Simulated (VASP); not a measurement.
# Ir (P6/mmm) in VASP: further runs

Runs on Ir. Level: PBEsol. Tasks: single point.

Everything below comes from runs of VASP 6.6.1. Logs are shortened: lines on timing, memory, paths and dates and some standing lists are left out, and cuts for length are marked.

## (1) The cell of the first run

It takes space group P6/mmm (No. 191, hexagonal). The conventional cell has a = 4.276 Å, b = 4.276 Å, c = 2.637 Å, α = 90.00°, β = 90.00°, γ = 120.00°. Within 3.5 Å of Ir (site symmetry 6/mmm) lie 14 Ir at 2.64 to 2.80 Å. Ir (site symmetry -6m2) has 11 Ir at 2.47 to 2.80 Å within 3.3 Å.

## (2) Single point, PBEsol (volume scaled by 0.96)

INCAR reads:

```
PREC = Accurate
ENCUT = 520
EDIFF = 1E-7
ISMEAR = -1
SIGMA = 0.1
LREAL = False
LASPH = True
NELM = 60
ALGO = Normal
ISIF = 2
LWAVE = False
LCHARG = True
GGA = PS
LELF = True
LVHAR = True
NBANDS = 20
```

KPOINTS reads:

```
regular mesh
0
Gamma
  11 11 15
```

POSCAR reads:

```
Ir
1.0
    4.2757034922      0.0000000000      0.0000000000
   -2.1378517461      3.7028678433      0.0000000000
    0.0000000000      0.0000000000      2.6373075987
Ir
3
Direct
    0.0000000000      0.0000000000      0.0000000000
    0.3333333333      0.6666666667      0.5000000000
    0.6666666667      0.3333333333      0.5000000000
```

Potentials or basis: VASP PAW PBE potentials, release 64 (Ir).

The run is started by

```
cat potpaw_PBE.64/Ir/POTCAR > POTCAR
mpirun -np 1 vasp_std > vasp.out
```

OUTCAR:

```text
PREC = Accurate
   ENCUT = 520
   EDIFF = 1E-7
   ISMEAR = -1
   LREAL = False
   LASPH = True
   NELM = 60
   ISIF = 2
   GGA = PS

 ion  position               nearest neighbor table
   1  0.000  0.000  0.000-   2 2.80   3 2.80   2 2.80   3 2.80   3 2.80   3 2.80   2 2.80   2 2.80
                             3 2.80   3 2.80   2 2.80   2 2.80
   2  0.333  0.667  0.500-   3 2.47   3 2.47   3 2.47   1 2.80   1 2.80   1 2.80   1 2.80   1 2.80
                             1 2.80
   3  0.667  0.333  0.500-   2 2.47   2 2.47   2 2.47   1 2.80   1 2.80   1 2.80   1 2.80   1 2.80
                             1 2.80

  LATTYP: Found a hexagonal cell.
 ALAT       =     4.2757034922
 C/A-ratio  =     0.6168125558

  Lattice vectors:

 A1 = (   4.2757034922,   0.0000000000,   0.0000000000)
 A2 = (  -2.1378517461,   3.7028678433,   0.0000000000)
 A3 = (   0.0000000000,   0.0000000000,   2.6373075987)

Analysis of symmetry for initial positions (statically):
=====================================================================
 Subroutine PRICEL returns:
 Original cell was already a primitive cell.

 Routine SETGRP: Setting up the symmetry group for a
 hexagonal supercell.

 Subroutine GETGRP returns: Found 24 space group operations
 (whereof 24 operations were pure point group operations)
 out of a pool of 24 trial point group operations.

The static configuration has the point symmetry D_6h.

Analysis of symmetry for dynamics (positions and initial velocities):
=====================================================================
 Subroutine PRICEL returns:
 Original cell was already a primitive cell.

 Routine SETGRP: Setting up the symmetry group for a
 hexagonal supercell.

 Subroutine GETGRP returns: Found 24 space group operations
 (whereof 24 operations were pure point group operations)
 out of a pool of 24 trial point group operations.

The dynamic configuration has the point symmetry D_6h.

 Subroutine INISYM returns: Found 24 space group operations
 (whereof 24 operations are pure point group operations),
 and found     1 'primitive' translations

----------------------------------------------------------------------------------------

                                     Primitive cell

  volume of cell :      41.7548

  direct lattice vectors                    reciprocal lattice vectors
     4.275703492  0.000000000  0.000000000     0.233879642  0.135030474  0.000000000
    -2.137851746  3.702867843  0.000000000     0.000000000  0.270060948  0.000000000
     0.000000000  0.000000000  2.637307599     0.000000000  0.000000000  0.379174580

  length of vectors
     4.275703492  4.275703492  2.637307599     0.270060948  0.270060948  0.379174580

  position of ions in fractional coordinates (direct lattice)
     0.000000000  0.000000000  0.000000000
     0.333333333  0.666666667  0.500000000
     0.666666667  0.333333333  0.500000000

  ion indices of the primitive-cell ions
   primitive index   ion index
                 1           1
                 2           2
                 3           3

----------------------------------------------------------------------------------------

 KPOINTS: regular mesh

Automatic generation of k-mesh.
 Grid dimensions read from file:
 generate k-points for:   11   11   15

 Generating k-lattice:

  Cartesian coordinates                     Fractional coordinates (reciprocal lattice)
     0.021261786  0.012275498  0.000000000     0.090909091  0.000000000  0.000000000
     0.000000000  0.024550995  0.000000000     0.000000000  0.090909091  0.000000000
     0.000000000  0.000000000  0.025278305     0.000000000  0.000000000  0.066666667

  Length of vectors
     0.024550995  0.024550995  0.025278305

  Shift w.r.t. Gamma in fractional coordinates (k-lattice)
     0.000000000  0.000000000  0.000000000

 Subroutine IBZKPT returns following result:
 ===========================================

 Found    128 irreducible k-points:

 Following reciprocal coordinates:
            Coordinates               Weight
  0.000000  0.000000  0.000000      1.000000
  0.090909  0.000000  0.000000      6.000000
  0.181818  0.000000  0.000000      6.000000
  0.272727 -0.000000  0.000000      6.000000
  0.363636  0.000000  0.000000      6.000000
  0.454545  0.000000  0.000000      6.000000
[... 16 lines left out ...]
  0.090909  0.090909  0.066667     12.000000
  0.181818  0.090909  0.066667     24.000000
 [... further k-points ...]
   k-points           NKPTS =    128   k-points in BZ     NKDIM =    128   number of bands    NBANDS=     20
   number of dos      NEDOS =    301   number of ions     NIONS =      3
   total plane-waves  NPLWV =  20480
   dimension x,y,z NGX =    32 NGY =   32 NGZ =   20
   dimension x,y,z NGXF=    64 NGYF=   64 NGZF=   40
   ions per type =               3
   NGX,Y,Z   is equivalent  to a cutoff of  12.44, 12.44, 12.61 a.u.
   NGXF,Y,Z  is equivalent  to a cutoff of  24.88, 24.88, 25.21 a.u.
 SYSTEM =  unknown system
   PREC   = accura    normal or accurate (medium, high low for compatibility)
   ISTART =      0    job   : 0-new  1-cont  2-samecut
   ICHARG =      2    charge: 1-file 2-atom 10-const
   ISPIN  =      1    spin polarized calculation?
   LNONCOLLINEAR =      F non collinear calculations
   LSORBIT =      F    spin-orbit coupling
   LASPH  =      T    aspherical Exc in radial PAW
   ENCUT  =  520.0 eV  38.22 Ry    6.18 a.u.   7.95  7.95  4.90*2*pi/ulx,y,z
   NELM   =     60;   NELMIN=  2; NELMDL= -5     # of ELM steps
   EDIFF  = 0.1E-06   stopping-criterion for ELM
   LREAL  =      F    real-space projection
   EDIFFG = 0.1E-05   stopping-criterion for IOM
   NSW    =      0    number of steps for IOM
   IBRION =     -1    ionic relax: 0-MD 1-quasi-New 2-CG
   NFREE  =      0    steps in history (QN), initial steepest desc. (CG)
   ISIF   =      2    stress and relaxation
   ISYM   =      2    0-nonsym 1-usesym 2-fastsym
   POTIM  = 0.5000    time-step for ionic-motion
   TEBEG  =    0.0;   TEEND  =   0.0 temperature during run
   PSTRESS=    0.0 pullay stress
   NELECT =      27.0000    total number of electrons
   NUPDOWN=      -1.0000    fix difference up-down
   EMIN   =  10.00;   EMAX   =-10.00  energy-range for DOS
   EFERMI =   0.00;   METHOD = LEGACY
   ISMEAR =    -1;   SIGMA  =   0.10  broadening in eV -4-tet -1-fermi 0-gaus
   EFERMI_NEDOS =   21; number of points for ismear=-14 and -15
   IALGO  =     38    algorithm
   IMIX   =      4    mixing-type and parameters
     AMIX     =   0.40;   BMIX     =  1.00
     AMIX_MAG =   1.60;   BMIX_MAG =  1.00
  volume/ion in A,a.u.               =      13.92        93.93
  Fermi-wavevector in a.u.,A,eV,Ry     =   1.415665  2.675219 27.267545  2.004108
  Thomas-Fermi vector in A             =   2.537080
   LORBIT       =      0    0 simple, 1 ext, 2 COOP (PROOUT), +10 PAW based schemes
   GGA     = PS    functional components
   LHFCALC =     F    Hartree Fock is set to
   AEXX    =    0.0000 exact exchange contribution
   IVDW    =     0    specifies the selected vdW correction
   LEPSILON=     F    determine dielectric tensor
   LRPA    =     F    only Hartree local field effects (RPA)
 non-spin polarized calculation
  energy-cutoff  :      520.00
  volume of cell :       41.75
 maximum number of plane-waves:      1137
 NGX is ok and might be reduce to    32
   NGX = 15   NGY = 15   NGZ =  9

 number of electron      27.0000002 magnetization

 Free energy of the ion-electron system (eV)
  ---------------------------------------------------
  ext. energy  EPLUGINS =         0.00000000
  ---------------------------------------------------
  free energy    TOTEN  =       -28.36772933 eV

  energy without entropy =      -28.22873451  energy(sigma->0) =      -28.29823192

 E-fermi :  10.5364     XC(G=0): -14.1792

 val. band max:       10.5353092653   @ k =   0.3636   0.0000   0.2667
 cond. band min:      10.5401853592   @ k =   0.4545   0.0000   0.0667
 fundamental gap:      0.0048760939
 Fermi energy:        10.5363613720

 k-point     1 :       0.0000    0.0000    0.0000
  band No.  band energies     occupation
      1      -0.8288      2.00000
      2       2.8971      2.00000
      3       5.3716      2.00000
      4       5.6599      2.00000
      5       5.6599      2.00000
      6       5.6807      2.00000
[... 12 lines left out ...]
     19      19.3701      0.00000
     20      19.3711      0.00000

 k-point     2 :       0.0909    0.0000    0.0000
  band No.  band energies     occupation
      1      -0.6934      2.00000
      2       2.9405      2.00000
      3       4.8368      2.00000
      4       5.2099      2.00000
      5       5.2761      2.00000
      6       5.9801      2.00000
[... 12 lines left out ...]
     19      17.7884      0.00000
     20      18.6895      0.00000

 k-point     3 :       0.1818    0.0000    0.0000
  band No.  band energies     occupation
      1      -0.2992      2.00000
      2       3.0276      2.00000
      3       4.0670      2.00000
      4       4.8798      2.00000
      5       4.9085      2.00000
      6       5.9425      2.00000
[... 12 lines left out ...]
     19      17.7357      0.00000
     20      19.3716      0.00000

 k-point     4 :       0.2727   -0.0000    0.0000
  band No.  band energies     occupation
      1       0.3170      2.00000
      2       2.8938      2.00000
      3       3.6626      2.00000
      4       4.4519      2.00000
      5       4.7550      2.00000
      6       5.7420      2.00000
[... 429 lines left out ...]
 k-point    23 :       0.0909    0.0909    0.0667
  band No.  band energies     occupation
      1      -0.2958      2.00000
      2       3.1721      2.00000
      3       4.4556      2.00000
      4       4.4564      2.00000
      5       5.4359      2.00000
      6       5.9723      2.00000
[... 12 lines left out ...]
     19      18.0597      0.00000
     20      18.9742      0.00000

 k-point    24 :       0.1818    0.0909    0.0667
  band No.  band energies     occupation
      1       0.2033      2.00000
      2       3.1688      2.00000
      3       3.8518      2.00000
      4       4.1864      2.00000
      5       5.2251      2.00000
      6       5.9942      2.00000
[... 12 lines left out ...]
     19      18.4608      0.00000
     20      19.8538      0.00000

 [... further k-points ...]

------------------------ aborting loop because EDIFF is reached ----------------------------------------

  FORCE on cell =-STRESS in cart. coord.  units (eV):
  Direction    XX          YY          ZZ          XY          YZ          ZX
  --------------------------------------------------------------------------------------
  -------------------------------------------------------------------------------------
  Total        4.7072379      4.7072379      4.0920942      0.0000000      0.0000000      0.0000000
  in kB      180.6217945    180.6217945    157.0180681      0.0000000      0.0000000      0.0000000
  external PRESSURE =     172.7538857 kB  Pullay stress =       0.0000000 kB

 VOLUME and BASIS-vectors are now :
 -----------------------------------------------------------------------------
  energy-cutoff  :      520.00
  volume of cell :       41.75
      direct lattice vectors                 reciprocal lattice vectors
     4.275703492  0.000000000  0.000000000     0.233879642  0.135030474  0.000000000
    -2.137851746  3.702867843  0.000000000     0.000000000  0.270060948  0.000000000
     0.000000000  0.000000000  2.637307599     0.000000000  0.000000000  0.379174580

 POSITION                                       TOTAL-FORCE (eV/Angst)
 -----------------------------------------------------------------------------------
      0.00000      0.00000      0.00000        -0.000000      0.000000      0.000000
     -0.00000      2.46858      1.31865        -0.000000      0.000000     -0.000000
      2.13785      1.23429      1.31865         0.000000     -0.000000      0.000000
 -----------------------------------------------------------------------------------
    total drift:                               -0.000000      0.000000      0.000000

  FREE ENERGIE OF THE ION-ELECTRON SYSTEM (eV)
  ---------------------------------------------------
  free  energy   TOTEN  =       -28.3677293305 eV

  energy  without entropy=      -28.2287345109  energy(sigma->0) =      -28.29823192
```

Run time: 38 s. Hardware: 1 thread of Intel Xeon 6975P-C (Granite Rapids), shared host; peak memory 0.21 GiB.

Results:

* Free energy: -28.3677 eV
* Pressure: 17.3 GPa

Stress tensor (GPa, compression positive):
```
18.06  0.00  0.00
 0.00 18.06  0.00
 0.00  0.00 15.70
```

Levels at points of the mesh, in eV from the Fermi level:
```csv
k point,band 11,band 12,band 13,band 14,band 15,band 16,band 17,band 18
"(0.00, 0.00, 0.00)",-2.21,-2.21,-2.17,-2.17,1.30,1.30,6.39,7.73
```

Caveat: the PAW data sets were made with another functional, which shifts forces and pressure a little; spin-orbit coupling is left out, which moves the levels of the heavy elements.

(Continued in part 2 of 2.)
